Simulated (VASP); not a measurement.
ZnSnO2, 4 atoms in the cell. It takes space group P4/mmm (No. 123, tetragonal). Conventional cell: a = 4.064 Å, b = 4.064 Å, c = 3.444 Å, α = 90.00°, β = 90.00°, γ = 90.00°. Within 2.7 Å of Zn (site symmetry 4/mmm) lie 4 O at 2.03 Å. Within 3.5 Å of Sn (site symmetry 4/mmm) lie 8 O at 2.66 Å and 8 Zn at 3.35 Å and 2 Sn at 3.44 Å. O (site symmetry mmm) has 2 Zn at 2.03 Å and 4 Sn at 2.66 Å within 2.7 Å. 

* Program: VASP 6.6.1
* Task: single point
* Functional: PBE
* Potentials or basis: VASP PAW PBE potentials, release 64 (Zn, Sn_d, O)
* Cutoff: 520 eV
* k mesh: 4 × 4 × 6
* Occupations: gaussian, width 0.1 eV
* Spin: no spin polarisation
* Dipole correction: no
* Further INCAR settings: ALGO = Normal; EDIFF = 1e-06; NBANDS = 27

Potentials or basis: VASP PAW PBE potentials, release 64 (Zn, Sn_d, O).

The run is started by

```console
$ cat potpaw_PBE.64/Zn/POTCAR potpaw_PBE.64/Sn_d/POTCAR potpaw_PBE.64/O/POTCAR > POTCAR
$ mpirun -np 1 vasp_std > vasp.out
```

Hardware: 1 thread of Intel Xeon 8259CL, on a shared host.

How long does it take, and how much memory?

It took 47 s on 1 thread of Intel Xeon 8259CL, on a shared host, peak memory 0.18 GiB. Counts: scf iterations 14, k points 24.
